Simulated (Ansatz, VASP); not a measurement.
# One calculation of Yb, two programs

```xyz
1
Lattice="-2.0297 2.0297 2.0297 2.0297 -2.0297 2.0297 2.0297 2.0297 -2.0297" Properties=species:S:1:pos:R:3 pbc="T T T"
Yb    0.0000    0.0000    0.0000
```

Alike in both runs: task single point; functional BLYP; k mesh 12 × 12 × 12; occupations fermi-dirac, width 0.1 eV; no spin polarisation.

|  | VASP | Ansatz |
| --- | --- | --- |
| version | VASP 6.6.1 | Ansatz 0.2.0 |
| potentials or method | VASP PAW PBE potentials, release 64 (Yb), cutoff 520 eV | plane waves (420 eV) with PAW, scalar-relativistic |
| valence electrons in the cell | 24 | 24 |

VASP gave:

```
pressure (GPa) : 1.2
```

Q: What did Ansatz give for the same quantities?

A: Pressure (GPa): 1.7.

VASP's potentials were made for PBE, not for BLYP. The functional is the same, so the differences come from potentials, cutoffs and numerics.

Spin-orbit coupling is off throughout.
